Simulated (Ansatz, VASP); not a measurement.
Si4C: VASP beside Ansatz

The input INCAR:

```
SYSTEM = Si4C
PREC = Accurate
ENCUT = 520
EDIFF = 1E-7
ISMEAR = 0
SIGMA = 0.1
LREAL = .FALSE.
LASPH = .TRUE.
NELM = 150
ALGO = Normal
ISIF = 2
LWAVE = .FALSE.
LCHARG = .TRUE.
ISPIN = 2
MAGMOM = 0 0 0 0 0 0 0 0 1 1
LORBIT = 11
GGA = PE
LELF = .TRUE.
LVHAR = .TRUE.
NBANDS = 35
```

File KPOINTS:

```
regular mesh
0
G
  6 6 2
  0 0 0
```

Contents of POSCAR:

```
Si4C
1.0
    3.5741023900      0.0000000000      0.0000000000
   -1.7870511900      3.0952634600      0.0000000000
    0.0000000000      0.0000000000     13.3055502300
Si C
8 2
Direct
    0.3333333300      0.6666666700      0.8000000000
    0.3333333300      0.6666666700      0.0000000000
    0.3333333300      0.6666666700      0.2000000000
    0.6666666700      0.3333333300      0.7000000000
    0.6666666700      0.3333333300      0.9000000000
    0.6666666700      0.3333333300      0.1000000000
    0.6666666700      0.3333333300      0.3000000000
    0.6666666700      0.3333333300      0.5000000000
    0.3333333300      0.6666666700      0.6000000000
    0.3333333300      0.6666666700      0.4000000000
```

Input for Ansatz:

```yaml
crystal:
  lattice:
    - [3.57410239, 0.0, 0.0]
    - [-1.78705119, 3.09526346, 0.0]
    - [0.0, 0.0, 13.30555023]
  atoms:
    - { symbol: Si, position: [0.33333333, 0.66666667, 0.8] }
    - { symbol: Si, position: [0.33333333, 0.66666667, 0.0] }
    - { symbol: Si, position: [0.33333333, 0.66666667, 0.2] }
    - { symbol: Si, position: [0.66666667, 0.33333333, 0.7] }
    - { symbol: Si, position: [0.66666667, 0.33333333, 0.9] }
    - { symbol: Si, position: [0.66666667, 0.33333333, 0.1] }
    - { symbol: Si, position: [0.66666667, 0.33333333, 0.3] }
    - { symbol: Si, position: [0.66666667, 0.33333333, 0.5] }
    - { symbol: C, position: [0.33333333, 0.66666667, 0.6], spin: 1.0 }
    - { symbol: C, position: [0.33333333, 0.66666667, 0.4], spin: 1.0 }
basis:
  ecutwfc: 420
kpoints:
  mp_grid: { grid: [6, 6, 2] }
hamiltonian:
  xc: pbe
scf:
  occupations: { method: gaussian, width: 0.1 }
  lower_state_search: "off"
output:
  forces: true
  stress: true
  eigenvalues: true
  populations: true
magnetization:
  spin_polarized: true
```

Alike in both runs: task single point; functional PBE; k mesh 6 × 6 × 2; occupations gaussian, width 0.1 eV; collinear spin.

|  | VASP | Ansatz |
| --- | --- | --- |
| version | VASP 6.6.1 | Ansatz 0.2.0 |
| potentials or method | VASP PAW PBE potentials, release 64 (Si, C), cutoff 520 eV | scalar-relativistic, plane waves, PAW |
| valence electrons in the cell | 40 | 40 |

Ansatz gave:

| Quantity | Value |
| --- | --- |
| gap on the k mesh at the Fermi level (eV) | none |
| pressure (GPa) | -3.5 |
| traceless stress, the component that is largest in VASP (GPa) | 7.17 |
| rms of the force components (eV/Å) | 0.431 |
| net moment per atom (μB) | 0.00 |

Q: Estimate VASP's values.

A: gap on the k mesh at the Fermi level (eV): none; pressure (GPa): -3.6; traceless stress, the component that is largest in VASP (GPa): 7.15; rms of the force components (eV/Å): 0.429; net moment per atom (μB): 0.00.

Atom by atom the forces differ by 0.002 eV/Å (rms over components). A gap of «none» marks a metal or a gap that the smearing closes. With one functional, cell and mesh, what is left measures potentials, basis and numerics. Ansatz's warnings: seeded moment not kept.
